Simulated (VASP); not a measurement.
Crystal: Al.

```
CELL_PARAMETERS angstrom
2.02481 2.02481 0.00000
-2.02481 2.02481 0.00000
0.00000 2.02481 2.02481
ATOMIC_POSITIONS crystal
Al 0.00000 0.00000 0.00000
```

```yaml
Program: VASP 6.6.1
Task: relaxation of cell and atoms
Functional: PBEsol
Potentials_or_basis: VASP PAW PBE potentials, release 64 (Al)
Cutoff: 500 eV
k_mesh: 14 × 14 × 14
Occupations: fermi-dirac, width 0.1 eV
Spin: no spin polarisation
```

At the start: pressure -2.0 GPa; volume 16.60 Å³/atom.

Problem. Where does the relaxation end?

Solution. Over 3 steps the energy falls by 2.8 meV/atom and the volume is 16.17 Å³/atom (-2.6 %); space group Fm-3m (No. 225, to 0.1 Å) before and after.

Step by step:
```
step  energy change (eV)  largest force (eV/Å)  pressure (GPa)  volume (Å³)
   1              0.0000                0.0000           -2.03        16.60
   2             -0.0027                0.0000            0.35        16.10
   3             -0.0028                0.0000            0.00        16.17
```

Final structure:
```
CELL_PARAMETERS angstrom
2.00702 2.00702 0.00000
-2.00702 2.00702 0.00000
0.00000 2.00702 2.00702
ATOMIC_POSITIONS crystal
Al 0.00000 0.00000 0.00000
```

Caveat: the PAW data sets were made with another functional, which shifts forces and pressure a little.
